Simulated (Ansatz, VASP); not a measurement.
PbO2 in VASP and in Ansatz

```
CELL_PARAMETERS angstrom
5.08202 0.00000 0.00000
0.00000 5.08202 0.00000
0.00000 0.00000 3.44281
ATOMIC_POSITIONS crystal
Pb 0.00000 0.00000 0.00000
Pb 0.50000 0.50000 0.50000
O 0.30798 0.30798 0.00000
O 0.19202 0.80798 0.50000
O 0.69202 0.69202 0.00000
O 0.80798 0.19202 0.50000
```

Alike in both runs: functional PBE; k mesh 8 × 8 × 10; occupations gaussian, width 0.1 eV; no spin polarisation.

Ansatz relaxed the structure, and its values are those at the end. VASP's run is a single point on that final structure, the one shown.

```csv
,VASP,Ansatz
version,VASP 6.6.1,Ansatz 0.2.0
potentials or method,"VASP PAW PBE potentials, release 64 (Pb_d, O), cutoff 520 eV","scalar-relativistic, plane waves, PAW"
valence electrons in the cell,52,52
```

```tsv
	VASP	Ansatz	Ansatz less VASP
pressure (GPa)	0.2	0.0	-0.23
rms of the force components (eV/Å)	0.005	0.000	-0.0045
```

The functional is the same, so the differences come from potentials, cutoffs and numerics.

Neither program's run includes spin-orbit coupling.
